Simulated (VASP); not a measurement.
# BaTiO3 (R3m) in VASP: a series of runs

Runs on BaTiO3. Level: r2SCAN. Tasks: single point, relaxation of shape and atoms at fixed volume.

All numbers are computed with VASP 6.6.1; they aren't measurements. Logs are shortened: lines on timing, memory, paths and dates and some standing lists are left out, and cuts for length are marked.

## (1) The cell of the first run

The structure is trigonal, space group R3m (No. 160). Conventional cell: a = 5.680 Å, b = 5.680 Å, c = 6.994 Å, α = 90.00°, β = 90.00°, γ = 120.00°. Within 3.7 Å of Ba (site symmetry 3m) lie 12 O at 2.78 to 2.93 Å and 8 Ti at 3.40 to 3.59 Å. Ti (site symmetry 3m) has 6 O at 1.87 to 2.16 Å within 2.5 Å. Within 2.5 Å of O (site symmetry m) lie 2 Ti at 1.87 to 2.16 Å.

## (2) Single point, r2SCAN

File POSCAR:

```
BaTiO3
1.0
    2.8400536826      1.6397057581      2.3314328437
   -2.8400536826      1.6397057581      2.3314328437
    0.0000000000     -3.2794115163      2.3314328437
Ba Ti O
1 1 3
Direct
    0.0027851063      0.0027851063      0.0027851063
    0.5162478490      0.5162478490      0.5162478490
    0.4897536543      0.4897536543      0.9801597361
    0.4897536543      0.9801597361      0.4897536543
    0.9801597361      0.4897536543      0.4897536543
```

File INCAR.step1:

```
SYSTEM = BaTiO3
  PREC = Accurate
  ENCUT = 910
  ISMEAR = 0
  SIGMA = 0.02
  LREAL = .FALSE.
  LASPH = .TRUE.
  NELM = 120
  NBANDS = 28
  GGA = PE
  ALGO = Normal
  EDIFF = 1E-5
  LWAVE = .TRUE.
  LCHARG = .FALSE.
  GGA_COMPAT = .FALSE.
```

File INCAR.step2:

```
SYSTEM = BaTiO3
  PREC = Accurate
  ENCUT = 910
  EDIFF = 1E-6
  ISMEAR = 0
  SIGMA = 0.02
  LREAL = .FALSE.
  LASPH = .TRUE.
  NELM = 120
  ALGO = Normal
  ISIF = 2
  LWAVE = .FALSE.
  LCHARG = .FALSE.
  METAGGA = R2SCAN
  LMIXTAU = .TRUE.
  NBANDS = 28
  ISTART = 1
  GGA_COMPAT = .FALSE.
```

File KPOINTS:

```
Automatic mesh
0
G
  6 6 6
  0 0 0
```

Potentials or basis: VASP PAW PBE potentials, release 64 (Ba_sv, Ti_sv, O_h).

Launch:

```sh
cat potpaw_PBE.64/Ba_sv/POTCAR potpaw_PBE.64/Ti_sv/POTCAR potpaw_PBE.64/O_h/POTCAR > POTCAR
cp INCAR.step1 INCAR
mpirun -np 1 vasp_std > vasp.out
cp INCAR.step2 INCAR
mpirun -np 1 vasp_std > vasp.out
```

OUTCAR:

```text
SYSTEM = BaTiO3
   PREC = Accurate
   ENCUT = 910
   EDIFF = 1E-6
   ISMEAR = 0
   LREAL = .FALSE.
   LASPH = .TRUE.
   NELM = 120
   ISIF = 2
   METAGGA = R2SCAN
   ISTART = 1

 ion  position               nearest neighbor table
   1  0.003  0.003  0.003-   3 2.78   4 2.78   5 2.78   5 2.84   4 2.84   4 2.84   5 2.84   3 2.84
                             3 2.84   3 2.93   4 2.93   5 2.93   2 3.40   2 3.45   2 3.45   2 3.45
   2  0.516  0.516  0.516-   3 1.87   4 1.87   5 1.87   4 2.16   5 2.16   3 2.16   1 3.40   1 3.45
                             1 3.45   1 3.45   1 3.51   1 3.51   1 3.51   1 3.59
   3  0.490  0.490  0.980-   2 1.87   2 2.16   1 2.78   1 2.84   1 2.84   1 2.93
   4  0.490  0.980  0.490-   2 1.87   2 2.16   1 2.78   1 2.84   1 2.84   1 2.93
   5  0.980  0.490  0.490-   2 1.87   2 2.16   1 2.78   1 2.84   1 2.84   1 2.93

  LATTYP: Found a trigonal (rhomboedric) cell.
 ALAT       =     4.0236946949
 COS(alpha) =     0.0036015274

  Lattice vectors:

 A1 = (   2.8400536826,   1.6397057581,   2.3314328437)
 A2 = (  -2.8400536826,   1.6397057581,   2.3314328437)
 A3 = (   0.0000000000,  -3.2794115163,   2.3314328437)

Analysis of symmetry for initial positions (statically):
=====================================================================
 Subroutine PRICEL returns:
 Original cell was already a primitive cell.

 Routine SETGRP: Setting up the symmetry group for a
 trigonal (rhombohedral) supercell.

 Subroutine GETGRP returns: Found  6 space group operations
 (whereof  6 operations were pure point group operations)
 out of a pool of 12 trial point group operations.

The static configuration has the point symmetry C_3v.

Analysis of symmetry for dynamics (positions and initial velocities):
=====================================================================
 Subroutine PRICEL returns:
 Original cell was already a primitive cell.

 Routine SETGRP: Setting up the symmetry group for a
 trigonal (rhombohedral) supercell.

 Subroutine GETGRP returns: Found  6 space group operations
 (whereof  6 operations were pure point group operations)
 out of a pool of 12 trial point group operations.

The dynamic configuration has the point symmetry C_3v.

 Subroutine INISYM returns: Found  6 space group operations
 (whereof  6 operations are pure point group operations),
 and found     1 'primitive' translations

----------------------------------------------------------------------------------------

                                     Primitive cell

  volume of cell :      65.1428

  direct lattice vectors                    reciprocal lattice vectors
     2.840053683  1.639705758  2.331432844     0.176053010  0.101644253  0.142973594
    -2.840053683  1.639705758  2.331432844    -0.176053010  0.101644253  0.142973594
     0.000000000 -3.279411516  2.331432844     0.000000000 -0.203288506  0.142973594

  length of vectors
     4.023694695  4.023694695  4.023694695     0.248531015  0.248531015  0.248531015

  position of ions in fractional coordinates (direct lattice)
     0.002785106  0.002785106  0.002785106
     0.516247849  0.516247849  0.516247849
     0.489753654  0.489753654  0.980159736
     0.489753654  0.980159736  0.489753654
     0.980159736  0.489753654  0.489753654

  ion indices of the primitive-cell ions
   primitive index   ion index
                 1           1
                 2           2
                 3           3
                 4           4
                 5           5

----------------------------------------------------------------------------------------

 KPOINTS: Automatic mesh

Automatic generation of k-mesh.
 Grid dimensions read from file:
 generate k-points for:    6    6    6

 Generating k-lattice:

  Cartesian coordinates                     Fractional coordinates (reciprocal lattice)
     0.029342168  0.016940709  0.023828932     0.166666667  0.000000000  0.000000000
    -0.029342168  0.016940709  0.023828932     0.000000000  0.166666667  0.000000000
     0.000000000 -0.033881418  0.023828932     0.000000000  0.000000000  0.166666667

  Length of vectors
     0.041421836  0.041421836  0.041421836

  Shift w.r.t. Gamma in fractional coordinates (k-lattice)
     0.000000000  0.000000000  0.000000000

 Subroutine IBZKPT returns following result:
 ===========================================

 Found     32 irreducible k-points:

 Following reciprocal coordinates:
            Coordinates               Weight
  0.000000  0.000000  0.000000      1.000000
  0.166667 -0.000000 -0.000000      6.000000
  0.333333  0.000000 -0.000000      6.000000
  0.500000  0.000000 -0.000000      3.000000
  0.166667  0.166667 -0.000000      6.000000
  0.333333  0.166667 -0.000000     12.000000
[... 16 lines left out ...]
  0.500000  0.500000  0.166667      6.000000
 -0.333333  0.500000  0.166667     12.000000
 [... further k-points ...]
   k-points           NKPTS =     32   k-points in BZ     NKDIM =     32   number of bands    NBANDS=     28
   number of dos      NEDOS =    301   number of ions     NIONS =      5
   total plane-waves  NPLWV =  64000
   dimension x,y,z NGX =    40 NGY =   40 NGZ =   40
   dimension x,y,z NGXF=    80 NGYF=   80 NGZF=   80
   ions per type =               1   1   3
   NGX,Y,Z   is equivalent  to a cutoff of  16.53, 16.53, 16.53 a.u.
   NGXF,Y,Z  is equivalent  to a cutoff of  33.05, 33.05, 33.05 a.u.
 SYSTEM =  BaTiO3
   PREC   = accura    normal or accurate (medium, high low for compatibility)
   ISTART =      1    job   : 0-new  1-cont  2-samecut
   ICHARG =      0    charge: 1-file 2-atom 10-const
   ISPIN  =      1    spin polarized calculation?
   LNONCOLLINEAR =      F non collinear calculations
   LSORBIT =      F    spin-orbit coupling
   LASPH  =      T    aspherical Exc in radial PAW
   ENCUT  =  910.0 eV  66.88 Ry    8.18 a.u.   9.90  9.90  9.90*2*pi/ulx,y,z
   NELM   =    120;   NELMIN=  2; NELMDL=  0     # of ELM steps
   EDIFF  = 0.1E-05   stopping-criterion for ELM
   LREAL  =      F    real-space projection
   EDIFFG = 0.1E-04   stopping-criterion for IOM
   NSW    =      0    number of steps for IOM
   IBRION =     -1    ionic relax: 0-MD 1-quasi-New 2-CG
   NFREE  =      0    steps in history (QN), initial steepest desc. (CG)
   ISIF   =      2    stress and relaxation
   ISYM   =      2    0-nonsym 1-usesym 2-fastsym
   POTIM  = 0.5000    time-step for ionic-motion
   TEBEG  =    0.0;   TEEND  =   0.0 temperature during run
   PSTRESS=    0.0 pullay stress
   NELECT =      40.0000    total number of electrons
   NUPDOWN=      -1.0000    fix difference up-down
   EMIN   =  10.00;   EMAX   =-10.00  energy-range for DOS
   EFERMI =   0.00;   METHOD = LEGACY
   ISMEAR =     0;   SIGMA  =   0.02  broadening in eV -4-tet -1-fermi 0-gaus
   EFERMI_NEDOS =   21; number of points for ismear=-14 and -15
   IALGO  =     38    algorithm
   IMIX   =      4    mixing-type and parameters
     AMIX     =   0.40;   BMIX     =  1.00
     AMIX_MAG =   1.60;   BMIX_MAG =  1.00
  volume/ion in A,a.u.               =      13.03        87.92
  Fermi-wavevector in a.u.,A,eV,Ry     =   1.391466  2.629490 26.343298  1.936178
  Thomas-Fermi vector in A             =   2.515302
   LORBIT       =      0    0 simple, 1 ext, 2 COOP (PROOUT), +10 PAW based schemes
   METAGGA = R2SCAN    functional components
   LHFCALC =     F    Hartree Fock is set to
   AEXX    =    0.0000 exact exchange contribution
   IVDW    =     0    specifies the selected vdW correction
   LEPSILON=     F    determine dielectric tensor
   LRPA    =     F    only Hartree local field effects (RPA)
 non-spin polarized calculation
 Gauss-broadening in eV      SIGMA  =   0.02
  energy-cutoff  :      910.00
  volume of cell :       65.14
 maximum number of plane-waves:      4084
   NGX = 19   NGY = 19   NGZ = 19

 number of electron      40.0000002 magnetization

 Free energy of the ion-electron system (eV)
  ---------------------------------------------------
  ext. energy  EPLUGINS =         0.00000000
  ---------------------------------------------------
  free energy    TOTEN  =       -74.30572451 eV

  energy without entropy =      -74.30572451  energy(sigma->0) =      -74.30572451

 E-fermi :   3.7900     XC(G=0): -11.8105

 val. band max:        3.6861857645   @ k =   0.5000   0.5000   0.5000
 cond. band min:       6.5436732448   @ k =   0.0000   0.0000   0.0000
 fundamental gap:      2.8574874803
 Fermi energy:         3.7900328295

 k-point     1 :       0.0000    0.0000    0.0000
  band No.  band energies     occupation
      1     -54.8182      2.00000
      2     -30.0206      2.00000
      3     -30.0206      2.00000
      4     -30.0191      2.00000
      5     -21.8008      2.00000
      6     -14.0626      2.00000
[... 20 lines left out ...]
     27       9.3122      0.00000
     28      11.8034      0.00000

 k-point     2 :       0.1667   -0.0000   -0.0000
  band No.  band energies     occupation
      1     -54.8180      2.00000
      2     -30.0339      2.00000
      3     -30.0201      2.00000
      4     -30.0190      2.00000
      5     -21.7719      2.00000
      6     -14.0789      2.00000
[... 20 lines left out ...]
     27       9.8416      0.00000
     28      12.4483      0.00000

 k-point     3 :       0.3333    0.0000   -0.0000
  band No.  band energies     occupation
      1     -54.8175      2.00000
      2     -30.0611      2.00000
      3     -30.0191      2.00000
      4     -30.0181      2.00000
      5     -21.7129      2.00000
      6     -14.1882      2.00000
[... 20 lines left out ...]
     27      11.0895      0.00000
     28      12.6526      0.00000

 k-point     4 :       0.5000    0.0000   -0.0000
  band No.  band energies     occupation
      1     -54.8172      2.00000
      2     -30.0747      2.00000
      3     -30.0186      2.00000
      4     -30.0176      2.00000
      5     -21.6828      2.00000
      6     -14.2633      2.00000
[... 578 lines left out ...]
     27      11.7616      0.00000
     28      12.8257      0.00000

 k-point    23 :       0.5000    0.5000    0.1667
  band No.  band energies     occupation
      1     -54.8160      2.00000
      2     -30.0714      2.00000
      3     -30.0702      2.00000
      4     -30.0295      2.00000
      5     -21.5923      2.00000
      6     -13.6185      2.00000
[... 20 lines left out ...]
     27      12.7687      0.00000
     28      13.1852      0.00000

 k-point    24 :      -0.3333    0.5000    0.1667
  band No.  band energies     occupation
      1     -54.8162      2.00000
      2     -30.0716      2.00000
      3     -30.0576      2.00000
      4     -30.0299      2.00000
      5     -21.6104      2.00000
      6     -13.7690      2.00000
[... 20 lines left out ...]
     27      12.4253      0.00000
     28      12.9508      0.00000

 [... further k-points ...]
[... 5 lines left out ...]
  --------------------------------------------------------------------------------------
  -------------------------------------------------------------------------------------
  Total        0.6888366      0.6888366      0.6446064      0.0000000     -0.0000000     -0.0000000
  in kB       16.9418243     16.9418243     15.8539892      0.0000000     -0.0000000     -0.0000000
  external PRESSURE =      16.5792126 kB  Pullay stress =       0.0000000 kB

 VOLUME and BASIS-vectors are now :
 -----------------------------------------------------------------------------
  energy-cutoff  :      910.00
  volume of cell :       65.14
      direct lattice vectors                 reciprocal lattice vectors
     2.840053683  1.639705758  2.331432844     0.176053010  0.101644253  0.142973594
    -2.840053683  1.639705758  2.331432844    -0.176053010  0.101644253  0.142973594
     0.000000000 -3.279411516  2.331432844     0.000000000 -0.203288506  0.142973594

 POSITION                                       TOTAL-FORCE (eV/Angst)
 -----------------------------------------------------------------------------------
      0.00000     -0.00000      0.01948         0.000000      0.000000     -0.033178
      0.00000     -0.00000      3.61079         0.000000      0.000000     -0.130065
      0.00000     -1.60824      4.56883         0.000000     -0.058931      0.054414
     -1.39278      0.80412      4.56883        -0.051036      0.029465      0.054414
      1.39278      0.80412      4.56883         0.051036      0.029465      0.054414
 -----------------------------------------------------------------------------------
    total drift:                               -0.000000     -0.000006     -0.002752

  FREE ENERGIE OF THE ION-ELECTRON SYSTEM (eV)
  ---------------------------------------------------
  free  energy   TOTEN  =       -74.3057245098 eV

  energy  without entropy=      -74.3057245098  energy(sigma->0) =      -74.30572451
```

Wall time 3 min (1 thread of Intel Xeon 6975P-C (Granite Rapids), shared host); peak memory 0.36 GiB.

What came out:

```
Free energy            : -74.3057 eV
Pressure               : 1.7 GPa
Largest force          : 0.130 eV/Å
Band gap on the k mesh : 2.86 eV (least direct gap 3.32 eV)
```

Forces in eV/Å, atoms in the order of the input:
```
Ba   0.000  0.000 -0.033
Ti   0.000  0.000 -0.130
O    0.000 -0.059  0.054
O   -0.051  0.029  0.054
O    0.051  0.029  0.054
```

Caveat: the cutoff is under 1.25 times the usual one of these potentials, so pressure, stress and relaxed cells hold a basis-set (Pulay) error; the PAW data sets were made with another functional, which shifts forces and pressure a little; spin-orbit coupling is left out, which moves the levels of the heavy elements. r2SCAN opens gaps a little over a GGA but as a rule still falls short of measured ones.

## (3) Single point, r2SCAN

File POSCAR:

```
BaTiO3
1.0
    2.8400536727      1.6397057524      2.3314328324
   -2.8400536727      1.6397057524      2.3314328324
    0.0000000000     -3.2794115048      2.3314328324
Ba Ti O
1 1 3
Direct
    0.0027851035      0.0027851035      0.0027851035
    0.5162478520      0.5162478520      0.5162478520
    0.4897536519      0.4897536519      0.9801597407
    0.4897536519      0.9801597407      0.4897536519
    0.9801597407      0.4897536519      0.4897536519
```

File INCAR.step1:

```
SYSTEM = BaTiO3
  PREC = Accurate
  ENCUT = 910
  ISMEAR = 0
  SIGMA = 0.05
  LREAL = .False.
  LASPH = .True.
  NELM = 120
  NBANDS = 28
  GGA = PE
  ALGO = Normal
  EDIFF = 1E-5
  LWAVE = .True.
  LCHARG = .False.
  GGA_COMPAT = .False.
```

File INCAR.step2:

```
SYSTEM = BaTiO3
  PREC = Accurate
  ENCUT = 910
  EDIFF = 1E-6
  ISMEAR = 0
  SIGMA = 0.05
  LREAL = .False.
  LASPH = .True.
  NELM = 120
  ALGO = Normal
  ISIF = 2
  LWAVE = .False.
  LCHARG = .False.
  METAGGA = R2SCAN
  LMIXTAU = .True.
  NBANDS = 28
  ISTART = 1
  GGA_COMPAT = .False.
```

File KPOINTS:

```
Automatic mesh
0
Gamma
  6 6 6
  0 0 0
```

Potentials or basis: VASP PAW PBE potentials, release 64 (Ba_sv, Ti_sv, O_h).

Launch:

```sh
cat potpaw_PBE.64/Ba_sv/POTCAR potpaw_PBE.64/Ti_sv/POTCAR potpaw_PBE.64/O_h/POTCAR > POTCAR
cp INCAR.step1 INCAR
mpirun -np 1 vasp_std > vasp.out
cp INCAR.step2 INCAR
mpirun -np 1 vasp_std > vasp.out
```

It took 3.1 min on 1 thread of Intel Xeon 6975P-C (Granite Rapids), shared host; peak memory 0.35 GiB.

Results (log left out):

```
Free energy            : -74.3057 eV
Pressure               : 1.7 GPa
Largest force          : 0.130 eV/Å
Band gap on the k mesh : 2.86 eV (least direct gap 3.32 eV)
```

Forces on the atoms (eV/Å):
```
Ba   0.000  0.000 -0.033
Ti   0.000  0.000 -0.130
O    0.000 -0.059  0.054
O   -0.051  0.029  0.054
O    0.051  0.029  0.054
```

Stress tensor (GPa, compression positive):
```
1.69 0.00 0.00
0.00 1.69 0.00
0.00 0.00 1.59
```

Levels at points of the mesh, in eV from the valence-band top:
```csv
k point,band 18,band 19,band 20,band 21,band 22,band 23
"(0.00, 0.00, 0.00)",-0.58,-0.46,-0.46,2.86,2.86,3.00
"(0.50, 0.00, 0.00)",-1.58,-1.00,-0.88,3.02,4.15,4.27
"(0.50, 0.50, 0.00)",-0.91,-0.86,-0.09,4.23,4.24,4.59
"(0.50, 0.50, 0.50)",-0.02,-0.02,0.00,4.67,4.85,4.85
```

Caveat: the cutoff is under 1.25 times the usual one of these potentials, so pressure, stress and relaxed cells hold a basis-set (Pulay) error; the PAW data sets were made with another functional, which shifts forces and pressure a little; spin-orbit coupling is left out, which moves the levels of the heavy elements. r2SCAN opens gaps a little over a GGA but as a rule still falls short of measured ones.

[end of part 1 of 2]
